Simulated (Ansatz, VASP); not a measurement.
CdS in VASP and in Ansatz

```
CELL_PARAMETERS angstrom
0.00000 2.96331 2.96331
2.96331 0.00000 2.96331
2.96331 2.96331 0.00000
ATOMIC_POSITIONS crystal
Cd 0.00000 0.00000 0.00000
S 0.25000 0.25000 0.25000
```

Alike in both runs: functional PBE; k mesh 6 × 6 × 6; no spin polarisation.

Ansatz relaxed the structure, and its values are those at the end. VASP's run is a single point on that final structure, the one shown.

|  | VASP | Ansatz |
| --- | --- | --- |
| version | VASP 6.6.1 | Ansatz 0.2.0 |
| potentials or method | VASP PAW PBE potentials, release 64 (Cd, S) | plane waves, PAW |
| plane-wave cutoff (eV) | 520 | 420 |
| occupations | gaussian, width 0.01 eV | fixed |
| valence electrons in the cell | 18 | 26 |

```csv
,VASP,Ansatz,Ansatz less VASP
pressure (GPa),0.3,0.0,-0.29
```

VASP's potentials hold 18 valence electrons a cell and Ansatz's 26, so a difference there can come from the potentials and not from the codes.
